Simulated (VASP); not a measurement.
# MoS2 (R-3m) in VASP: further runs

Runs on MoS2. Level: r2SCAN+D4. Tasks: single point.

All numbers are computed with VASP 6.6.1; they aren't measurements. Logs are shortened: lines on timing, memory, paths and dates and some standing lists are left out, and cuts for length are marked.

## (1) The cell of the first run

It takes space group R-3m (No. 166, trigonal). Conventional cell: a = 3.171 Å, b = 3.171 Å, c = 18.345 Å, α = 90.00°, β = 90.00°, γ = 120.00°. Mo (site symmetry -3m) has 6 S at 2.39 Å and 6 Mo at 3.17 Å within 3.2 Å. S (site symmetry 3m) has 3 Mo at 2.39 Å and 6 S at 3.17 Å within 3.2 Å.

## (2) Single point, r2SCAN+D4

File POSCAR:

```
MoS2
1.0
    1.5855000000      0.9153888500      6.1149966700
   -1.5855000000      0.9153888500      6.1149966700
    0.0000000000     -1.8307777000      6.1149966700
Mo S
1 2
Direct
    0.0000000000      0.0000000000      0.0000000000
    0.7499999996      0.7499999996      0.7499999996
    0.2499999999      0.2499999999      0.2499999999
```

File INCAR.step1:

```
PREC = Accurate
ENCUT = 520
ISMEAR = 0
SIGMA = 0.1
LREAL = False
LASPH = True
NELM = 80
NBANDS = 20
GGA = PE
ALGO = Normal
EDIFF = 1E-4
LWAVE = True
LCHARG = False
```

File INCAR.step2:

```
PREC = Accurate
ENCUT = 520
EDIFF = 1E-6
ISMEAR = 0
SIGMA = 0.1
LREAL = False
LASPH = True
NELM = 80
ALGO = Normal
ISIF = 2
LWAVE = False
LCHARG = False
METAGGA = R2SCAN
LMIXTAU = True
IVDW = 13
VDW_S6 = 1.0
VDW_S8 = 0.6018749
VDW_A1 = 0.51559235
VDW_A2 = 5.77342911
NBANDS = 20
ISTART = 1
```

File KPOINTS:

```
regular mesh
0
Gamma
  8 8 8
```

Potentials or basis: VASP PAW PBE potentials, release 64 (Mo_sv, S).

Run with:

```console
cat potpaw_PBE.64/Mo_sv/POTCAR potpaw_PBE.64/S/POTCAR > POTCAR
cp INCAR.step1 INCAR
mpirun -np 1 vasp_std > vasp.out
cp INCAR.step2 INCAR
mpirun -np 1 vasp_std > vasp.out
```

OUTCAR:

```text
PREC = Accurate
   ENCUT = 520
   EDIFF = 1E-6
   ISMEAR = 0
   LREAL = False
   LASPH = True
   NELM = 80
   ISIF = 2
   METAGGA = R2SCAN
   IVDW = 13
   ISTART = 1

 ion  position               nearest neighbor table
   1  0.000  0.000  0.000-   2 2.39   2 2.39   2 2.39   3 2.39   3 2.39   3 2.39
   2  0.750  0.750  0.750-   1 2.39   1 2.39   1 2.39
   3  0.250  0.250  0.250-   1 2.39   1 2.39   1 2.39

  LATTYP: Found a trigonal (rhomboedric) cell.
 ALAT       =     6.3831756415
 COS(alpha) =     0.8766074619

  Lattice vectors:

 A1 = (   1.5855000000,   0.9153888500,   6.1149966700)
 A2 = (  -1.5855000000,   0.9153888500,   6.1149966700)
 A3 = (   0.0000000000,  -1.8307777000,   6.1149966700)

Analysis of symmetry for initial positions (statically):
=====================================================================
 Subroutine PRICEL returns:
 Original cell was already a primitive cell.

 Routine SETGRP: Setting up the symmetry group for a
 trigonal (rhombohedral) supercell.

 Subroutine GETGRP returns: Found 12 space group operations
 (whereof 12 operations were pure point group operations)
 out of a pool of 12 trial point group operations.

The static configuration has the point symmetry D_3d.

Analysis of symmetry for dynamics (positions and initial velocities):
=====================================================================
 Subroutine PRICEL returns:
 Original cell was already a primitive cell.

 Routine SETGRP: Setting up the symmetry group for a
 trigonal (rhombohedral) supercell.

 Subroutine GETGRP returns: Found 12 space group operations
 (whereof 12 operations were pure point group operations)
 out of a pool of 12 trial point group operations.

The dynamic configuration has the point symmetry D_3d.

 Subroutine INISYM returns: Found 12 space group operations
 (whereof 12 operations are pure point group operations),
 and found     1 'primitive' translations

----------------------------------------------------------------------------------------

                                     Primitive cell

  volume of cell :      53.2500

  direct lattice vectors                    reciprocal lattice vectors
     1.585500000  0.915388850  6.114996670     0.315357931  0.182071987  0.054510796
    -1.585500000  0.915388850  6.114996670    -0.315357931  0.182071987  0.054510796
     0.000000000 -1.830777700  6.114996670     0.000000000 -0.364143974  0.054510796

  length of vectors
     6.383175642  6.383175642  6.383175641     0.368201385  0.368201385  0.368201386

  position of ions in fractional coordinates (direct lattice)
     0.000000000  0.000000000  0.000000000
     0.750000000  0.750000000  0.750000000
     0.250000000  0.250000000  0.250000000

  ion indices of the primitive-cell ions
   primitive index   ion index
                 1           1
                 2           2
                 3           3

----------------------------------------------------------------------------------------

 KPOINTS: regular mesh

Automatic generation of k-mesh.
 Grid dimensions read from file:
 generate k-points for:    8    8    8

 Generating k-lattice:

  Cartesian coordinates                     Fractional coordinates (reciprocal lattice)
     0.039419741  0.022758998  0.006813849     0.125000000  0.000000000  0.000000000
    -0.039419741  0.022758998  0.006813849     0.000000000  0.125000000  0.000000000
     0.000000000 -0.045517997  0.006813849     0.000000000  0.000000000  0.125000000

  Length of vectors
     0.046025173  0.046025173  0.046025173

  Shift w.r.t. Gamma in fractional coordinates (k-lattice)
     0.000000000  0.000000000  0.000000000

 Subroutine IBZKPT returns following result:
 ===========================================

 Found     65 irreducible k-points:

 Following reciprocal coordinates:
            Coordinates               Weight
  0.000000  0.000000  0.000000      1.000000
  0.125000  0.000000  0.000000      6.000000
  0.250000  0.000000  0.000000      6.000000
  0.375000  0.000000  0.000000      6.000000
  0.500000  0.000000  0.000000      3.000000
  0.125000  0.125000  0.000000      6.000000
[... 16 lines left out ...]
  0.250000  0.125000  0.125000      6.000000
  0.375000  0.125000  0.125000      6.000000
 [... further k-points ...]
   k-points           NKPTS =     65   k-points in BZ     NKDIM =     65   number of bands    NBANDS=     20
   number of dos      NEDOS =    301   number of ions     NIONS =      3
   total plane-waves  NPLWV = 110592
   dimension x,y,z NGX =    48 NGY =   48 NGZ =   48
   dimension x,y,z NGXF=    96 NGYF=   96 NGZF=   96
   ions per type =               1   2
   NGX,Y,Z   is equivalent  to a cutoff of  12.50, 12.50, 12.50 a.u.
   NGXF,Y,Z  is equivalent  to a cutoff of  25.00, 25.00, 25.00 a.u.
 SYSTEM =  unknown system
   PREC   = accura    normal or accurate (medium, high low for compatibility)
   ISTART =      1    job   : 0-new  1-cont  2-samecut
   ICHARG =      0    charge: 1-file 2-atom 10-const
   ISPIN  =      1    spin polarized calculation?
   LNONCOLLINEAR =      F non collinear calculations
   LSORBIT =      F    spin-orbit coupling
   LASPH  =      T    aspherical Exc in radial PAW
   ENCUT  =  520.0 eV  38.22 Ry    6.18 a.u.  11.87 11.87 11.87*2*pi/ulx,y,z
   NELM   =     80;   NELMIN=  2; NELMDL=  0     # of ELM steps
   EDIFF  = 0.1E-05   stopping-criterion for ELM
   LREAL  =      F    real-space projection
   EDIFFG = 0.1E-04   stopping-criterion for IOM
   NSW    =      0    number of steps for IOM
   IBRION =     -1    ionic relax: 0-MD 1-quasi-New 2-CG
   NFREE  =      0    steps in history (QN), initial steepest desc. (CG)
   ISIF   =      2    stress and relaxation
   ISYM   =      2    0-nonsym 1-usesym 2-fastsym
   POTIM  = 0.5000    time-step for ionic-motion
   TEBEG  =    0.0;   TEEND  =   0.0 temperature during run
   PSTRESS=    0.0 pullay stress
   NELECT =      26.0000    total number of electrons
   NUPDOWN=      -1.0000    fix difference up-down
   EMIN   =  10.00;   EMAX   =-10.00  energy-range for DOS
   EFERMI =   0.00;   METHOD = LEGACY
   ISMEAR =     0;   SIGMA  =   0.10  broadening in eV -4-tet -1-fermi 0-gaus
   EFERMI_NEDOS =   21; number of points for ismear=-14 and -15
   IALGO  =     38    algorithm
   IMIX   =      4    mixing-type and parameters
     AMIX     =   0.40;   BMIX     =  1.00
     AMIX_MAG =   1.60;   BMIX_MAG =  1.00
  volume/ion in A,a.u.               =      17.75       119.78
  Fermi-wavevector in a.u.,A,eV,Ry     =   1.289118  2.436081 22.610522  1.661826
  Thomas-Fermi vector in A             =   2.421031
   LORBIT       =      0    0 simple, 1 ext, 2 COOP (PROOUT), +10 PAW based schemes
   METAGGA = R2SCAN    functional components
   LHFCALC =     F    Hartree Fock is set to
   AEXX    =    0.0000 exact exchange contribution
   IVDW    =    13    specifies the selected vdW correction
   LEPSILON=     F    determine dielectric tensor
   LRPA    =     F    only Hartree local field effects (RPA)
 non-spin polarized calculation
 Gauss-broadening in eV      SIGMA  =   0.10
  energy-cutoff  :      520.00
  volume of cell :       53.25
 maximum number of plane-waves:      1447
   NGX = 23   NGY = 23   NGZ = 23

 number of electron      25.9999998 magnetization

 Free energy of the ion-electron system (eV)
  ---------------------------------------------------
  ext. energy  EPLUGINS =         0.00000000
  ---------------------------------------------------
  free energy    TOTEN  =       -44.09258610 eV

  energy without entropy =      -44.08351779  energy(sigma->0) =      -44.08805195

 E-fermi :   7.7270     XC(G=0): -11.5052

 val. band max:        7.7018643628   @ k =  -0.3750   0.3750   0.1250
 cond. band min:       7.7492643343   @ k =  -0.3750   0.2500  -0.0000
 fundamental gap:      0.0473999715
 Fermi energy:         7.7270096028

 k-point     1 :       0.0000    0.0000    0.0000
  band No.  band energies     occupation
      1     -56.0650      2.00000
      2     -29.4160      2.00000
      3     -29.3270      2.00000
      4     -29.3270      2.00000
      5      -8.2287      2.00000
      6      -6.5230      2.00000
[... 12 lines left out ...]
     19      15.1949      0.00000
     20      17.7553      0.00000

 k-point     2 :       0.1250    0.0000    0.0000
  band No.  band energies     occupation
      1     -56.0585      2.00000
      2     -29.4031      2.00000
      3     -29.3901      2.00000
      4     -29.3413      2.00000
      5      -7.9641      2.00000
      6      -6.4838      2.00000
[... 12 lines left out ...]
     19      15.9012      0.00000
     20      17.2495      0.00000

 k-point     3 :       0.2500    0.0000    0.0000
  band No.  band energies     occupation
      1     -56.0429      2.00000
      2     -29.5409      2.00000
      3     -29.3758      2.00000
      4     -29.3709      2.00000
      5      -7.2784      2.00000
      6      -6.3530      2.00000
[... 12 lines left out ...]
     19      16.2692      0.00000
     20      17.4376      0.00000

 k-point     4 :       0.3750    0.0000    0.0000
  band No.  band energies     occupation
      1     -56.0272      2.00000
      2     -29.6880      2.00000
      3     -29.4101      2.00000
      4     -29.3388      2.00000
      5      -6.6736      2.00000
      6      -5.9441      2.00000
[... 12 lines left out ...]
     19      15.5738      0.00000
     20      16.2255      0.00000

 k-point     5 :       0.5000    0.0000    0.0000
  band No.  band energies     occupation
      1     -56.0207      2.00000
      2     -29.7481      2.00000
      3     -29.4242      2.00000
      4     -29.3254      2.00000
      5      -6.5489      2.00000
      6      -5.5354      2.00000
[... 12 lines left out ...]
     19      15.0776      0.00000
     20      15.5816      0.00000
[... 353 lines left out ...]
      6      -5.6494      2.00000
[... 12 lines left out ...]
     19      14.0200      0.00000
     20      15.8011      0.00000

 k-point    22 :       0.1250    0.1250    0.1250
  band No.  band energies     occupation
      1     -56.0650      2.00000
      2     -29.4161      2.00000
      3     -29.3270      2.00000
      4     -29.3270      2.00000
      5      -8.1981      2.00000
      6      -6.5785      2.00000
[... 12 lines left out ...]
     19      15.4239      0.00000
     20      17.7904      0.00000

 k-point    23 :       0.2500    0.1250    0.1250
  band No.  band energies     occupation
      1     -56.0585      2.00000
      2     -29.4031      2.00000
      3     -29.3901      2.00000
      4     -29.3413      2.00000
      5      -7.9169      2.00000
      6      -6.5609      2.00000
[... 12 lines left out ...]
     19      16.2907      0.00000
     20      17.2786      0.00000

 k-point    24 :       0.3750    0.1250    0.1250
  band No.  band energies     occupation
      1     -56.0429      2.00000
      2     -29.5409      2.00000
      3     -29.3758      2.00000
      4     -29.3709      2.00000
      5      -7.2378      2.00000
      6      -6.4033      2.00000
[... 12 lines left out ...]
     19      16.5254      0.00000
     20      17.4258      0.00000

 [... further k-points ...]

------------------------ aborting loop because EDIFF is reached ----------------------------------------

  DFT-D4 for vdW energy calculation

  Edisp (eV):   -0.47172

  FORCE on cell =-STRESS in cart. coord.  units (eV):
  Direction    XX          YY          ZZ          XY          YZ          ZX
  --------------------------------------------------------------------------------------
  -------------------------------------------------------------------------------------
  Total       1.79159     1.79159     2.22070     0.00000    -0.00000     0.00000
  in kB      53.90516    53.90516    66.81618     0.00000    -0.00000     0.00000
  external pressure =       58.21 kB  Pullay stress =        0.00 kB

 VOLUME and BASIS-vectors are now :
 -----------------------------------------------------------------------------
  energy-cutoff  :      520.00
  volume of cell :       53.25
      direct lattice vectors                 reciprocal lattice vectors
     1.585500000  0.915388850  6.114996670     0.315357931  0.182071987  0.054510796
    -1.585500000  0.915388850  6.114996670    -0.315357931  0.182071987  0.054510796
     0.000000000 -1.830777700  6.114996670     0.000000000 -0.364143974  0.054510796

 POSITION                                       TOTAL-FORCE (eV/Angst)
 -----------------------------------------------------------------------------------
      0.00000      0.00000      0.00000         0.000000      0.000000      0.000000
      0.00000      0.00000     13.75874         0.000000      0.000000      0.787106
      0.00000      0.00000      4.58625         0.000000     -0.000000     -0.787106
 -----------------------------------------------------------------------------------
    total drift:                               -0.000000     -0.000000      0.000004

  FREE ENERGIE OF THE ION-ELECTRON SYSTEM (eV)
  ---------------------------------------------------
  free  energy   TOTEN  =       -44.5643017939 eV

  energy  without entropy=      -44.5552334825  energy(sigma->0) =      -44.55976764
```

It took 11 min on 1 thread of Intel Xeon Platinum 8488C (Sapphire Rapids), shared host; peak memory 0.39 GiB.

Results:

```yaml
Free_energy: -44.5643 eV
Pressure: 5.8 GPa
Largest_force: 0.787 eV/Å
Band_gap_on_the_k_mesh: zero (band 13 reaches 7.78 eV, above the bottom of band 14 at 7.25 eV)
Dispersion_energy_per_atom: -0.157 eV
```

Forces on the atoms (eV/Å):
```
Mo   0.000  0.000  0.000
S    0.000  0.000  0.787
S    0.000  0.000 -0.787
```

Stress tensor (GPa, compression positive):
```
5.39 0.00 0.00
0.00 5.39 0.00
0.00 0.00 6.68
```

Levels at points of the mesh, in eV from the Fermi level:
```tsv
k point	band 11	band 12	band 13	band 14	band 15	band 16
(0.00, 0.00, 0.00)	-1.26	-1.09	-1.09	-0.37	-0.37	3.52
(0.50, 0.00, 0.00)	-3.09	-2.01	-1.79	1.10	2.07	3.55
(0.50, 0.50, 0.00)	-3.12	-2.32	-2.01	1.10	1.86	4.01
(0.50, 0.50, 0.50)	-1.08	-1.08	-0.48	-0.48	-0.06	3.65
```

Caveat: the PAW data sets were made with another functional, which shifts forces and pressure a little; pairwise dispersion overbinds metals, which lowers pressure and volume.

## (3) Single point, r2SCAN+D4

POSCAR is that of step 2.

File INCAR.step1:

```
SYSTEM = MoS2
PREC = Accurate
ENCUT = 520
ISMEAR = 0
SIGMA = 0.1
LREAL = .FALSE.
LASPH = .TRUE.
NELM = 80
NBANDS = 20
GGA = PE
ALGO = Normal
EDIFF = 1E-4
LWAVE = .TRUE.
LCHARG = .FALSE.
```

File INCAR.step2:

```
SYSTEM = MoS2
PREC = Accurate
ENCUT = 520
EDIFF = 1E-6
ISMEAR = 0
SIGMA = 0.1
LREAL = .FALSE.
LASPH = .TRUE.
NELM = 80
ALGO = Normal
ISIF = 2
LWAVE = .FALSE.
LCHARG = .TRUE.
METAGGA = R2SCAN
LMIXTAU = .TRUE.
IVDW = 13
VDW_S6 = 1.0
VDW_S8 = 0.6018749
VDW_A1 = 0.51559235
VDW_A2 = 5.77342911
LELF = .TRUE.
LVHAR = .TRUE.
NBANDS = 20
ISTART = 1
```

File KPOINTS:

```
regular mesh
0
G
  8 8 8
  0 0 0
```

Potentials or basis: VASP PAW PBE potentials, release 64 (Mo_sv, S).

Run with:

```console
cat potpaw_PBE.64/Mo_sv/POTCAR potpaw_PBE.64/S/POTCAR > POTCAR
cp INCAR.step1 INCAR
mpirun -np 1 vasp_std > vasp.out
cp INCAR.step2 INCAR
mpirun -np 1 vasp_std > vasp.out
```

Run time: 12 min. Hardware: 1 thread of Intel Xeon Platinum 8488C (Sapphire Rapids), shared host; peak memory 0.39 GiB.

Results (log left out):

- Free energy: -44.5643 eV
- Pressure: 5.8 GPa
- Largest force: 0.787 eV/Å
- Band gap on the k mesh: zero (band 13 reaches 7.78 eV, above the bottom of band 14 at 7.25 eV)
- Dispersion energy per atom: -0.157 eV

Forces on the atoms (eV/Å):
```
Mo   0.000  0.000  0.000
S    0.000  0.000  0.787
S    0.000  0.000 -0.787
```

Stress tensor (GPa, compression positive):
```
5.39 0.00 0.00
0.00 5.39 0.00
0.00 0.00 6.68
```

Levels at points of the mesh, in eV from the Fermi level:
```csv
k point,band 11,band 12,band 13,band 14,band 15,band 16
"(0.00, 0.00, 0.00)",-1.26,-1.09,-1.09,-0.37,-0.37,3.52
"(0.50, 0.00, 0.00)",-3.09,-2.01,-1.79,1.10,2.07,3.55
"(0.50, 0.50, 0.00)",-3.12,-2.32,-2.01,1.10,1.86,4.01
"(0.50, 0.50, 0.50)",-1.08,-1.08,-0.48,-0.48,-0.06,3.65
```

Caveat: the PAW data sets were made with another functional, which shifts forces and pressure a little; pairwise dispersion overbinds metals, which lowers pressure and volume.
